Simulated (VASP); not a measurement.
A run of VASP 6.6.1 is set up as follows.

Contents of INCAR:

```
PREC = Accurate
ENCUT = 520
EDIFF = 1E-6
ISMEAR = 0
SIGMA = 0.15
LREAL = False
LASPH = True
NELM = 150
ALGO = Normal
ISIF = 2
LWAVE = False
LCHARG = True
ISPIN = 2
MAGMOM = 0.625
LORBIT = 11
NUPDOWN = 0.625
LMAXMIX = 4
GGA = PS
LELF = True
LVHAR = True
NBANDS = 16
```

Contents of KPOINTS:

```
Automatic mesh
0
Gamma
  22 22 22
```

File POSCAR:

```
Ti
1.0
   -1.6669210723      1.6669210723      1.6669210723
    1.6669210723     -1.6669210723      1.6669210723
    1.6669210723      1.6669210723     -1.6669210723
Ti
1
Direct
    0.0000000000      0.0000000000      0.0000000000
```

Potentials or basis: VASP PAW PBE potentials, release 64 (Ti_sv).

Launch:

```console
$ cat potpaw_PBE.64/Ti_sv/POTCAR > POTCAR
$ mpirun -np 1 vasp_std > vasp.out
```

(1) What does it give for the pressure?

Results:

(1) -9.9 GPa.

Caveat: the PAW data sets were made with another functional, which shifts forces and pressure a little; the total moment is fixed, so each spin has its own Fermi level.
